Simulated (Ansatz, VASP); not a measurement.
One calculation of GaN, two programs

The input POSCAR:

```
GaN
1.0
    4.4978735345      0.0000000000      0.0000000000
    0.0000000000     -4.4978735345      0.0000000000
    0.0000000000      0.0000000000     -4.4978735345
Ga N
4 4
Direct
    0.0000000000      0.0000000000      0.0000000000
    0.5000000000      0.5000000000      0.0000000000
    0.5000000000      0.0000000000      0.5000000000
    0.0000000000      0.5000000000      0.5000000000
    0.7500000000      0.7500000000      0.7500000000
    0.2500000000      0.2500000000      0.7500000000
    0.2500000000      0.7500000000      0.2500000000
    0.7500000000      0.2500000000      0.2500000000
```

The input INCAR.step1:

```
SYSTEM = GaN
PREC     = Accurate       ! precision mode
ENCUT    = 520            ! plane-wave cutoff, eV
ISMEAR   = 0              ! smearing method
SIGMA    = 0.05           ! smearing width, eV
LREAL    = .False.        ! projectors in reciprocal space
LASPH    = .True.         ! aspherical terms in the spheres
NELM     = 60             ! most SCF steps
NBANDS   = 46             ! bands
GGA      = PE             ! functional
ALGO     = Normal         ! electronic algorithm
EDIFF    = 1E-4           ! SCF threshold, eV
LWAVE    = .True.         ! write WAVECAR
LCHARG   = .False.        ! write CHGCAR
```

INCAR.step2

```
SYSTEM = GaN
PREC     = Accurate       ! precision mode
ENCUT    = 520            ! plane-wave cutoff, eV
EDIFF    = 1E-6           ! SCF threshold, eV
ISMEAR   = 0              ! smearing method
SIGMA    = 0.05           ! smearing width, eV
LREAL    = .False.        ! projectors in reciprocal space
LASPH    = .True.         ! aspherical terms in the spheres
NELM     = 60             ! most SCF steps
ALGO     = Normal         ! electronic algorithm
ISIF     = 2              ! what is computed and relaxed
LWAVE    = .False.        ! write WAVECAR
LCHARG   = .False.        ! write CHGCAR
METAGGA  = R2SCAN         ! meta-GGA
LMIXTAU  = .True.       
NBANDS   = 46             ! bands
ISTART   = 1
```

The input KPOINTS:

```
Automatic mesh
0
Gamma
  6 6 6
  0 0 0
```

Input for Ansatz:

```yaml
crystal:
  lattice:
    - [4.4978735345, 0.0, 0.0]
    - [0.0, -4.4978735345, 0.0]
    - [0.0, 0.0, -4.4978735345]
  atoms:
    - { symbol: Ga, position: [0.0, 0.0, 0.0] }
    - { symbol: Ga, position: [0.5, 0.5, 0.0] }
    - { symbol: Ga, position: [0.5, 0.0, 0.5] }
    - { symbol: Ga, position: [0.0, 0.5, 0.5] }
    - { symbol: "N", position: [0.75, 0.75, 0.75] }
    - { symbol: "N", position: [0.25, 0.25, 0.75] }
    - { symbol: "N", position: [0.25, 0.75, 0.25] }
    - { symbol: "N", position: [0.75, 0.25, 0.25] }
basis:
  ecutwfc: 500
kpoints:
  mp_grid: { grid: [6, 6, 6] }
hamiltonian:
  xc: r2scan
scf:
  occupations: { method: gaussian, width: 0.05 }
output:
  forces: true
  stress: true
  eigenvalues: true
  write_density: true
  write_potential: true
  elf: true
  volumetric_format: npy
```

Alike in both runs: task single point; functional r2SCAN; k mesh 6 × 6 × 6; occupations gaussian, width 0.05 eV; no spin polarisation.

|  | VASP | Ansatz |
| --- | --- | --- |
| version | VASP 6.6.1 | Ansatz 0.2.0 |
| potentials or method | VASP PAW PBE potentials, release 64 (Ga_d, N), cutoff 520 eV | scalar-relativistic, plane waves, PAW |
| valence electrons in the cell | 72 | 72 |

VASP gave:

- gap on the k mesh at the Fermi level (eV): 2.16
- least direct gap on the mesh (eV): 2.16
- pressure (GPa): 0.9

Estimate Ansatz's values.

gap on the k mesh at the Fermi level (eV): 2.17; least direct gap on the mesh (eV): 2.17; pressure (GPa): 0.0.

VASP's potentials were made for PBE, not for r2SCAN.
